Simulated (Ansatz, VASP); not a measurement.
## One calculation of Al, two programs

```
CELL_PARAMETERS angstrom
0.00000 1.73081 2.59621
1.73081 0.00000 2.59621
1.73081 1.73081 0.00000
ATOMIC_POSITIONS crystal
Al 0.00000 0.00000 0.00000
```

Alike in both runs: task single point; functional PBEsol; dispersion D3(BJ); k mesh 28 × 28 × 28; occupations gaussian, width 0.15 eV; no spin polarisation.

|  | VASP | Ansatz |
| --- | --- | --- |
| version | VASP 6.6.1 | Ansatz 0.2.0 |
| potentials or method | VASP PAW PBE potentials, release 64 (Al), cutoff 520 eV | scalar-relativistic, plane waves, PAW |
| valence electrons in the cell | 3 | 3 |

|  | VASP | Ansatz | Ansatz less VASP |
| --- | --- | --- | --- |
| gap on the k mesh at the Fermi level (eV) | none | none | - |
| pressure (GPa) | 14.7 | 14.5 | -0.14 |
| traceless stress, the component that is largest in VASP (GPa) | -28.98 | -28.83 | +0.151 |

VASP's potentials were made for PBE, not for PBEsol. A gap of «none» marks a metal or a gap that the smearing closes.
